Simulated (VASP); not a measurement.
# CuMoH6 (P-6m2) in VASP: notebook, part 2 of 2

VASP 6.6.1.

## (4) Relaxation of cell and atoms, PBE

This run uses another cell than the first one, of 8.41 Å³/atom, 1.002 times its volume.

The input, INCAR:

```
  ALGO = Normal
  EDIFF = 1E-6
  EDIFFG = -0.01
  ENCUT = 600
  GGA = PE
  IBRION = 2
  ISIF = 3
  ISMEAR = 0
  LASPH = True
  LCHARG = False
  LREAL = False
  LWAVE = False
  NELM = 80
  NSW = 100
  PREC = Accurate
  SIGMA = 0.1
```

The input, KPOINTS:

```
k-points
0
Gamma
  12 12 10
```

The input, POSCAR:

```
CuMoH6
1.0
    4.2377618035      0.0000000000      0.0000000000
   -2.1188809017      3.6700093770      0.0000000000
    0.0000000000      0.0000000000      4.3278820785
Cu H Mo
1 6 1
Direct
    0.0000000000      0.0000000000      0.0000000000
    0.5591727059      0.4408272941      0.5000000000
    0.5591727059      0.1183454117      0.5000000000
    0.8816545883      0.4408272941      0.5000000000
    0.3333333333      0.6666666667      0.0963426351
    0.3333333333      0.6666666667      0.9036573649
    0.0000000000      0.0000000000      0.5000000000
    0.3333333333      0.6666666667      0.5000000000
```

Potentials or basis: VASP PAW PBE potentials, release 64 (Cu, H, Mo_sv).

Launch:

```bash
$ cat potpaw_PBE.64/Cu/POTCAR potpaw_PBE.64/H/POTCAR potpaw_PBE.64/Mo_sv/POTCAR > POTCAR
$ mpirun -np 1 vasp_std > vasp.out
```

OUTCAR:

```text
EDIFF = 1E-6
   EDIFFG = -0.01
   ENCUT = 600
   GGA = PE
   IBRION = 2
   ISIF = 3
   ISMEAR = 0
   LASPH = True
   LREAL = False
   NELM = 80
   NSW = 100
   PREC = Accurate

 ion  position               nearest neighbor table
   1  0.000  0.000  0.000-
   2  0.559  0.441  0.500-   8 1.66
   3  0.559  0.118  0.500-   8 1.66
   4  0.882  0.441  0.500-   8 1.66
   5  0.333  0.667  0.096-   6 0.83   8 1.75
   6  0.333  0.667  0.904-   5 0.83   8 1.75
   7  0.000  0.000  0.500-
   8  0.333  0.667  0.500-   3 1.66   4 1.66   2 1.66   5 1.75   6 1.75

  LATTYP: Found a hexagonal cell.
 ALAT       =     4.2377618035
 C/A-ratio  =     1.0212660077

  Lattice vectors:

 A1 = (   4.2377618035,   0.0000000000,   0.0000000000)
 A2 = (  -2.1188809017,   3.6700093770,   0.0000000000)
 A3 = (   0.0000000000,   0.0000000000,   4.3278820785)

Analysis of symmetry for initial positions (statically):
=====================================================================
 Subroutine PRICEL returns:
 Original cell was already a primitive cell.

 Routine SETGRP: Setting up the symmetry group for a
 hexagonal supercell.

 Subroutine GETGRP returns: Found 12 space group operations
 (whereof 12 operations were pure point group operations)
 out of a pool of 24 trial point group operations.

The static configuration has the point symmetry D_3h.

Analysis of symmetry for dynamics (positions and initial velocities):
=====================================================================
 Subroutine PRICEL returns:
 Original cell was already a primitive cell.

 Routine SETGRP: Setting up the symmetry group for a
 hexagonal supercell.

 Subroutine GETGRP returns: Found 12 space group operations
 (whereof 12 operations were pure point group operations)
 out of a pool of 24 trial point group operations.

The dynamic configuration has the point symmetry D_3h.

 Subroutine INISYM returns: Found 12 space group operations
 (whereof 12 operations are pure point group operations),
 and found     1 'primitive' translations

----------------------------------------------------------------------------------------

                                     Primitive cell

  volume of cell :      67.3099

  direct lattice vectors                    reciprocal lattice vectors
     4.237761803  0.000000000  0.000000000     0.235973622  0.136239434  0.000000000
    -2.118880902  3.670009377  0.000000000     0.000000000  0.272478868  0.000000000
     0.000000000  0.000000000  4.327882079     0.000000000  0.000000000  0.231059900

  length of vectors
     4.237761803  4.237761803  4.327882079     0.272478868  0.272478868  0.231059900

  position of ions in fractional coordinates (direct lattice)
     0.000000000  0.000000000  0.000000000
     0.559172706  0.440827294  0.500000000
     0.559172706  0.118345412  0.500000000
     0.881654588  0.440827294  0.500000000
     0.333333333  0.666666667  0.096342635
     0.333333333  0.666666667  0.903657365
     0.000000000  0.000000000  0.500000000
     0.333333333  0.666666667  0.500000000

  ion indices of the primitive-cell ions
   primitive index   ion index
                 1           1
[... 33 lines left out ...]

 Following reciprocal coordinates:
            Coordinates               Weight
  0.000000  0.000000  0.000000      1.000000
  0.083333 -0.000000  0.000000      6.000000
  0.166667 -0.000000  0.000000      6.000000
  0.250000 -0.000000  0.000000      6.000000
  0.333333  0.000000  0.000000      6.000000
  0.416667 -0.000000  0.000000      6.000000
[... 16 lines left out ...]
  0.250000 -0.000000  0.100000     12.000000
  0.333333  0.000000  0.100000     12.000000
 [... further k-points ...]
   k-points           NKPTS =    114   k-points in BZ     NKDIM =    114   number of bands    NBANDS=     20
   number of dos      NEDOS =    301   number of ions     NIONS =      8
   total plane-waves  NPLWV =  46656
   dimension x,y,z NGX =    36 NGY =   36 NGZ =   36
   dimension x,y,z NGXF=    72 NGYF=   72 NGZF=   72
   ions per type =               1   6   1
   NGX,Y,Z   is equivalent  to a cutoff of  14.12, 14.12, 13.83 a.u.
   NGXF,Y,Z  is equivalent  to a cutoff of  28.25, 28.25, 27.66 a.u.
 SYSTEM =  unknown system
   PREC   = accura    normal or accurate (medium, high low for compatibility)
   ISTART =      0    job   : 0-new  1-cont  2-samecut
   ICHARG =      2    charge: 1-file 2-atom 10-const
   ISPIN  =      1    spin polarized calculation?
   LNONCOLLINEAR =      F non collinear calculations
   LSORBIT =      F    spin-orbit coupling
   LASPH  =      T    aspherical Exc in radial PAW
   ENCUT  =  600.0 eV  44.10 Ry    6.64 a.u.   8.46  8.46  8.64*2*pi/ulx,y,z
   NELM   =     80;   NELMIN=  2; NELMDL= -5     # of ELM steps
   EDIFF  = 0.1E-05   stopping-criterion for ELM
   LREAL  =      F    real-space projection
   EDIFFG = -.1E-01   stopping-criterion for IOM
   NSW    =    100    number of steps for IOM
   IBRION =      2    ionic relax: 0-MD 1-quasi-New 2-CG
   NFREE  =      1    steps in history (QN), initial steepest desc. (CG)
   ISIF   =      3    stress and relaxation
   ISYM   =      2    0-nonsym 1-usesym 2-fastsym
   POTIM  = 0.5000    time-step for ionic-motion
   TEBEG  =    0.0;   TEEND  =   0.0 temperature during run
   PSTRESS=    0.0 pullay stress
   NELECT =      31.0000    total number of electrons
   NUPDOWN=      -1.0000    fix difference up-down
   EMIN   =  10.00;   EMAX   =-10.00  energy-range for DOS
   EFERMI =   0.00;   METHOD = LEGACY
   ISMEAR =     0;   SIGMA  =   0.10  broadening in eV -4-tet -1-fermi 0-gaus
   EFERMI_NEDOS =   21; number of points for ismear=-14 and -15
   IALGO  =     38    algorithm
   IMIX   =      4    mixing-type and parameters
     AMIX     =   0.40;   BMIX     =  1.00
     AMIX_MAG =   1.60;   BMIX_MAG =  1.00
  volume/ion in A,a.u.               =       8.41        56.78
  Fermi-wavevector in a.u.,A,eV,Ry     =   1.264258  2.389101 21.746846  1.598348
  Thomas-Fermi vector in A             =   2.397572
   LORBIT       =      0    0 simple, 1 ext, 2 COOP (PROOUT), +10 PAW based schemes
   GGA     = PE    functional components
   LHFCALC =     F    Hartree Fock is set to
   AEXX    =    0.0000 exact exchange contribution
   IVDW    =     0    specifies the selected vdW correction
   LEPSILON=     F    determine dielectric tensor
   LRPA    =     F    only Hartree local field effects (RPA)
 conjugate gradient relaxation of ions
 non-spin polarized calculation
 Gauss-broadening in eV      SIGMA  =   0.10
  energy-cutoff  :      600.00
  volume of cell :       67.31
 maximum number of plane-waves:      2334
 NGX is ok and might be reduce to    36
   NGX = 17   NGY = 17   NGZ = 17

--------------------------------------- Ionic step        1  -------------------------------------------

 number of electron      30.9999999 magnetization

 Free energy of the ion-electron system (eV)
  ---------------------------------------------------
  ext. energy  EPLUGINS =         0.00000000
  ---------------------------------------------------
  free energy    TOTEN  =       -27.82829967 eV

  energy without entropy =      -27.81351118  energy(sigma->0) =      -27.82090543

------------------------ aborting loop because EDIFF is reached ----------------------------------------

  FORCE on cell =-STRESS in cart. coord.  units (eV):
  Direction    XX          YY          ZZ          XY          YZ          ZX
  --------------------------------------------------------------------------------------
  -------------------------------------------------------------------------------------
  Total        0.2076482      0.2076482     -0.0690033      0.0000000     -0.0000000     -0.0000000
  in kB        4.9426482      4.9426482     -1.6424841      0.0000000     -0.0000000     -0.0000000
  external PRESSURE =       2.7476041 kB  Pullay stress =       0.0000000 kB
[... 113 lines left out ...]
--------------------------------------- Ionic step        4  -------------------------------------------

 number of electron      31.0000000 magnetization

 Free energy of the ion-electron system (eV)
  ---------------------------------------------------
  ext. energy  EPLUGINS =         0.00000000
  ---------------------------------------------------
  free energy    TOTEN  =       -27.82962735 eV

  energy without entropy =      -27.81459071  energy(sigma->0) =      -27.82210903

 E-fermi :   3.0594     XC(G=0):  -9.8978

 val. band max:        3.0466616489   @ k =   0.2500  -0.0000   0.2000
 cond. band min:       3.0679021075   @ k =   0.2500  -0.0000   0.4000
 fundamental gap:      0.0212404587
 Fermi energy:         3.0593549609

 k-point     1 :       0.0000    0.0000    0.0000
  band No.  band energies     occupation
      1     -57.1274      2.00000
      2     -31.4369      2.00000
      3     -31.2525      2.00000
      4     -31.2525      2.00000
      5      -6.8767      2.00000
      6      -5.0406      2.00000
[... 541 lines left out ...]
     19       6.2072      0.00000
     20       6.9464      0.00000

 [... further k-points ...]
[... 5 lines left out ...]
  --------------------------------------------------------------------------------------
  -------------------------------------------------------------------------------------
  Total       -0.0138266     -0.0138266     -0.0387737     -0.0000000     -0.0000000      0.0000000
  in kB       -0.3283964     -0.3283964     -0.9209172     -0.0000000     -0.0000000      0.0000000
  external PRESSURE =      -0.5259034 kB  Pullay stress =       0.0000000 kB
[... 23 lines left out ...]
  FREE ENERGIE OF THE ION-ELECTRON SYSTEM (eV)
  ---------------------------------------------------
  free  energy   TOTEN  =       -27.8296273463 eV

  energy  without entropy=      -27.8145907137  energy(sigma->0) =      -27.82210903

 reached required accuracy - stopping structural energy minimisation
```

Wall time 6.8 min (1 thread of Intel Xeon Platinum 8259CL at 2.50GHz (Skylake/Cascade Lake), shared host); peak memory 0.37 GiB.

Results:

```yaml
Free_energy: -27.8296 eV
Relaxed_volume: 8.43 Å³/atom
Relaxed_cell: a = 4.244 Å, b = 4.244 Å, c = 4.326 Å, α = 90.00°, β = 90.00°, γ = 120.00°
Space_group_after_relaxing_to_0.05_Å: P-6m2 (No. 187)
Energy_gained_by_relaxing: 0.2 meV/atom
Ionic_steps: 4
Pressure_after_relaxing: -0.1 GPa
```

Forces in eV/Å, atoms in the order of the input:
```
Cu   0.000  0.000  0.000
H   -0.003  0.001  0.000
H    0.000 -0.003  0.000
H    0.003  0.001  0.000
H    0.000  0.000  0.003
H    0.000  0.000 -0.003
H    0.000  0.000  0.000
Mo   0.000  0.000  0.000
```

Step by step:
| step | energy change (eV) | largest force (eV/Å) | pressure (GPa) | volume (Å³) |
| --- | --- | --- | --- | --- |
| 1 | 0.0000 | 0.1382 | 0.27 | 67.31 |
| 2 | -0.0010 | 0.1082 | -0.01 | 67.45 |
| 3 | -0.0012 | 0.0394 | 0.07 | 67.41 |
| 4 | -0.0013 | 0.0030 | -0.05 | 67.46 |

Final structure:
```
Cu H Mo
1.0
     4.24355    0.00000    0.00000
    -2.12177    3.67502    0.00000
     0.00000    0.00000    4.32552
Cu H Mo
1 6 1
Direct
  0.00000 0.00000 0.00000
  0.55979 0.44021 0.50000
  0.55979 0.11959 0.50000
  0.88041 0.44021 0.50000
  0.33333 0.66667 0.09718
  0.33333 0.66667 0.90282
  0.00000 0.00000 0.50000
  0.33333 0.66667 0.50000
```

## (5) Summary

```csv
task,cell,k mesh,cutoff (eV),gap on the mesh (eV),pressure (GPa),largest force (eV/Å)
single point,"a = 3.740, b = 3.740, c = 5.544 Å, angles 90.0, 90.0, 120.0°, 8 atoms",6 × 6 × 4,520,none,17.6,5.40
single point,"a = 4.243, b = 4.243, c = 4.320 Å, angles 90.0, 90.0, 120.0°, 8 atoms",12 × 12 × 10,520,none,0.0,0.01
relaxation of cell and atoms,"relaxed from a = 4.238, b = 4.238, c = 4.328 Å, angles 90.0, 90.0, 120.0°, 8 atoms",12 × 12 × 10,600,none,-0.1,-
```

Alike in all rows: level PBE; potentials or basis VASP PAW PBE potentials, release 64 (Cu, H, Mo_sv); no spin polarisation; smearing gaussian 0.1 eV.

Caveats: forces of over 1 eV/Å act on the atoms, so gaps and moduli don't describe the material at rest (some runs).

Absolute energies hang on the potentials; compare differences alone.
